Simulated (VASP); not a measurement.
AlRu, 2 atoms in the cell. The structure is cubic, space group Pm-3m (No. 221). Conventional cell: a = 2.785 Å, b = 2.785 Å, c = 2.785 Å, α = 90.00°, β = 90.00°, γ = 90.00°. Al (site symmetry m-3m) has 8 Ru at 2.41 Å and 6 Al at 2.79 Å within 3.2 Å. Within 3.2 Å of Ru (site symmetry m-3m) lie 8 Al at 2.41 Å and 6 Ru at 2.79 Å. 

| Property | Result |
| --- | --- |
| Program | VASP 6.6.1 |
| Task | relaxation of cell and atoms |
| Functional | PBE |
| Potentials or basis | VASP PAW PBE potentials, release 64 (Al, Ru_pv) |
| Cutoff | 500 eV |
| k mesh | 8 × 8 × 8 |
| Occupations | gaussian, width 0.1 eV |
| Spin | no spin polarisation |
| Dipole correction | no |
| Further INCAR settings | ALGO = Normal; EDIFF = 1e-07; IBRION = 2; EDIFFG = -0.05; NSW = 80; ISIF = 3 |

Potentials or basis: VASP PAW PBE potentials, release 64 (Al, Ru_pv).

The run is started by

```bash
$ cat potpaw_PBE.64/Al/POTCAR potpaw_PBE.64/Ru_pv/POTCAR > POTCAR
$ mpirun -np 1 vasp_std > vasp.out
```

Hardware: 1 thread of Intel Xeon 8259CL (shared host).

Task: Estimate the wall time of this run.

Result: It took 64 s on 1 thread of Intel Xeon 8259CL, on a shared host, peak memory 0.13 GiB. Counts: scf iterations 55, k points 35, ion steps 5.
